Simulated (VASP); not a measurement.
A run of VASP 6.6.1 is set up as follows.

INCAR

```
PREC = Accurate
ENCUT = 520
EDIFF = 1E-6
ISMEAR = 0
SIGMA = 0.05
LREAL = False
LASPH = True
NELM = 60
ALGO = Normal
ISIF = 2
LWAVE = False
LCHARG = False
LDIPOL = True
IDIPOL = 3
DIPOL = 0.5 0.5 0.376
GGA = PE
IVDW = 12
NBANDS = 31
```

Contents of KPOINTS:

```
regular mesh
0
Gamma
  9 9 1
```

Contents of POSCAR:

```
PtS2
1.0
    3.5415278079      0.0000000000      0.0000000000
   -1.7707639039      3.0670530498      0.0000000000
    0.0000000000      0.0000000000     22.4670615492
S Pt
4 2
Direct
    0.6666666667      0.3333333333      0.2002932155
    0.3333333333      0.6666666667      0.3108341854
    0.3333333333      0.6666666667      0.4416924195
    0.6666666667      0.3333333333      0.5522333894
    0.0000000000      0.0000000000      0.2555637004
    1.0000000000      1.0000000000      0.4969629044
```

Potentials or basis: VASP PAW PBE potentials, release 64 (S, Pt).

The run is started by

```console
$ cat potpaw_PBE.64/S/POTCAR potpaw_PBE.64/Pt/POTCAR > POTCAR
$ mpirun -np 1 vasp_std > vasp.out
```

(1) Predict the band gap on the k mesh.

(2) What does it give for the largest force?

Answers

(1) 0.81 eV (least direct gap 0.99 eV).

(2) 0.615 eV/Å.

Caveat: spin-orbit coupling is left out, which moves the levels of the heavy elements.
